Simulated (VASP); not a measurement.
A run of VASP 6.6.1 is set up as follows.

INCAR

```
ALGO = Fast
EDIFF = 1E-7
ENCUT = 520
GGA = PS
ISIF = 2
ISMEAR = 0
LASPH = True
LCHARG = True
LELF = True
LREAL = False
LVHAR = True
LWAVE = False
NBANDS = 18
NELM = 60
PREC = Accurate
SIGMA = 0.1
```

The input KPOINTS:

```
k-points
0
Gamma
  18 18 10
```

POSCAR

```
Au
1.0
    2.8099934764      0.0000000000      0.0000000000
   -1.4049967382      2.4335257351      0.0000000000
    0.0000000000      0.0000000000      4.6817911359
Au
2
Direct
    0.3333333333      0.6666666667      0.7500000000
    0.6666666667      0.3333333333      0.2500000000
```

Potentials or basis: VASP PAW PBE potentials, release 64 (Au).

The run is started by

```bash
$ cat potpaw_PBE.64/Au/POTCAR > POTCAR
$ mpirun -np 1 vasp_std > vasp.out
```

Q: Estimate the pressure.

A: 12.3 GPa.

Q: Predict the band gap on the k mesh.

A: Zero (bands 11 and 12 overlap by 7.38 eV).

Caveat: the cell stands under pressure; the PAW data sets were made with another functional, which shifts forces and pressure a little; spin-orbit coupling is left out, which moves the levels of the heavy elements.
